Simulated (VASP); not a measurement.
# GaN: single point with r2SCAN

Crystal: GaN.

```
Ga N
1.0
     0.00000    2.24894    2.28267
     2.24894    0.00000    2.28267
     2.24894    2.24894    0.00000
Ga N
1 1
Direct
  0.00000 0.00000 0.00000
  0.75000 0.75000 0.75000
```

This cell differs from its parent crystal: strain +0.0150 x Voigt [0, 0, 1, 0, 0, 0].

- Program: VASP 6.6.1
- Task: single point
- Functional: r2SCAN
- Potentials or basis: VASP PAW PBE potentials, release 64 (Ga_d, N_h)
- Cutoff: 910 eV
- k mesh: 10 × 10 × 10
- Occupations: gaussian, width 0.05 eV
- Spin: no spin polarisation

```
Pressure               : -1.9 GPa
Band gap on the k mesh : 2.03 eV, direct
```

Stress tensor (GPa, compression positive):
```
-1.24  0.00  0.00
 0.00 -1.24  0.00
 0.00  0.00 -3.26
```

Levels at points of the mesh, in eV from the valence-band top:
| k point | band 6 | band 7 | band 8 | band 9 | band 10 | band 11 | band 12 | band 13 |
| --- | --- | --- | --- | --- | --- | --- | --- | --- |
| (0.00, 0.00, 0.00) | -13.51 | -0.07 | 0.00 | 0.00 | 2.03 | 10.91 | 10.91 | 10.96 |
| (0.50, 0.00, 0.00) | -12.38 | -7.12 | -1.07 | -0.95 | 5.07 | 9.37 | 10.82 | 11.04 |
| (0.50, 0.50, 0.00) | -12.05 | -6.31 | -2.70 | -2.70 | 3.81 | 7.33 | 12.34 | 14.87 |
| (0.50, 0.00, 0.50) | -11.98 | -6.15 | -2.81 | -2.81 | 3.71 | 7.08 | 12.55 | 14.61 |

Run time: 110 s on 1 thread of Intel(R) Xeon(R) Platinum 8559C (Emerald Rapids), on a shared host, peak memory 0.24 GiB.

Caveat: the cell differs from its parent crystal (strain +0.0150 x Voigt [0, 0, 1, 0, 0, 0]); the cutoff is under 1.25 times the usual one of these potentials, so pressure, stress and relaxed cells hold a basis-set (Pulay) error; the PAW data sets were made with another functional, which shifts forces and pressure a little.
